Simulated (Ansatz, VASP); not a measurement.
Nb4H in VASP and in Ansatz

File INCAR:

```
  PREC = Accurate
  ENCUT = 520
  EDIFF = 1E-7
  ISMEAR = 0
  SIGMA = 0.1
  LREAL = False
  LASPH = True
  NELM = 80
  ALGO = Normal
  ISIF = 2
  LWAVE = False
  LCHARG = True
  LDIPOL = True
  IDIPOL = 3
  DIPOL = 0.5 0.5 0.345
  GGA = CA
  LELF = True
  LVHAR = True
  LVACPOTAV = True
  NBANDS = 34
```

Contents of KPOINTS:

```
regular mesh
0
Gamma
  9 7 1
```

POSCAR

```
Nb4H
1.0
    2.9270177669      0.0000000000      0.0000000000
    0.0000000000      4.1394282232      0.0000000000
    0.0000000000      0.0000000000     21.2576690685
Nb H
4 1
Direct
    0.5000000000      0.5000000000      0.1881673850
    0.0000000000      0.0000000000      0.2570135449
    0.5000000000      0.5000000000      0.3306382692
    0.0000000000      0.0000000000      0.3884559987
    0.0000000000      0.5000000000      0.5629812483
```

Input for Ansatz:

```yaml
crystal:
  lattice:
    - [2.9270177669, 0.0, 0.0]
    - [0.0, 4.1394282232, 0.0]
    - [0.0, 0.0, 21.2576690685]
  atoms:
    - { symbol: Nb, position: [0.5, 0.5, 0.188167385] }
    - { symbol: Nb, position: [0.0, 0.0, 0.2570135449] }
    - { symbol: Nb, position: [0.5, 0.5, 0.3306382692] }
    - { symbol: Nb, position: [0.0, 0.0, 0.3884559987] }
    - { symbol: H, position: [0.0, 0.5, 0.5629812483] }
basis:
  ecutwfc: 420
kpoints:
  mp_grid: { grid: [9, 7, 1] }
hamiltonian:
  xc: lda
scf:
  occupations: { method: gaussian, width: 0.1 }
output:
  forces: true
  eigenvalues: true
efield:
  axis: 3
  dipole_correction: true
  ramp_width: 0.04
```

Alike in both runs: task single point; functional LDA; k mesh 9 × 7 × 1; occupations gaussian, width 0.1 eV; no spin polarisation.

|  | VASP | Ansatz |
| --- | --- | --- |
| version | VASP 6.6.1 | Ansatz 0.2.0 |
| potentials or method | VASP PAW LDA potentials, release 64 (Nb_sv, H), cutoff 520 eV | scalar-relativistic, plane waves, PAW |
| valence electrons in the cell | 53 | 53 |

```tsv
	VASP	Ansatz	Ansatz less VASP
gap on the k mesh at the Fermi level (eV)	none	none	-
rms of the force components (eV/Å)	0.544	0.544	-0.0004
work function, face that differs most (eV)	3.84	3.83	-0.007
```

LDA's correlation is that of Perdew and Zunger in VASP and of Perdew and Wang (1992) in Ansatz. Atom by atom the forces differ by 0.001 eV/Å (rms over components). A gap of «none» marks a metal or a gap that the smearing closes.
